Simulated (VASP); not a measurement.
Set up this calculation in VASP 6.6.1, as the native input.

```yaml
Task: single point
Functional: BLYP
Potentials_or_basis: VASP PAW PBE potentials, release 64 (Hf_pv, B)
Cutoff: 520 eV
k_mesh: 10 × 10 × 8
Occupations: fermi-dirac, width 0.05 eV
Spin: no spin polarisation
Dipole_correction: no
Further_INCAR_settings: ALGO = Normal; EDIFF = 1e-06; NBANDS = 15
```

The structure of HfB2 lies in POSCAR:

```
HfB2
1.0
    3.1566444018      0.0000000000      0.0000000000
   -1.5783222009      2.7337342427      0.0000000000
    0.0000000000      0.0000000000      3.5586826996
Hf B
1 2
Direct
    0.0000000000      0.0000000000      0.0000000000
    0.6666666667      0.3333333333      0.5000000000
    0.3333333333      0.6666666667      0.5000000000
```

One way to write it, as run:

INCAR

```
PREC = Accurate
ENCUT = 520
EDIFF = 1E-6
ISMEAR = -1
SIGMA = 0.05
LREAL = F
LASPH = T
NELM = 100
ALGO = Normal
ISIF = 2
LWAVE = F
LCHARG = T
GGA = B5
ALDAX = 1.0
AGGAX = 1.0
AGGAC = 1.0
ALDAC = 0.0
LELF = T
LVHAR = T
NBANDS = 15
```

KPOINTS

```
regular mesh
0
Gamma
  10 10 8
```

Potentials or basis: VASP PAW PBE potentials, release 64 (Hf_pv, B).

Command:

```console
$ cat potpaw_PBE.64/Hf_pv/POTCAR potpaw_PBE.64/B/POTCAR > POTCAR
$ mpirun -np 1 vasp_std > vasp.out
```

Results of the run:

```yaml
Pressure: 0.1 GPa
Band_gap_on_the_k_mesh: zero (band 8 reaches 8.65 eV, above the bottom of band 9 at 7.67 eV)
```

Caveat: the PAW data sets were made with another functional, which shifts forces and pressure a little; spin-orbit coupling is left out, which moves the levels of the heavy elements.

Run time: 21 s on 1 thread of Intel(R) Xeon(R) 6975P-C (Granite Rapids) (shared host), peak memory 0.16 GiB.
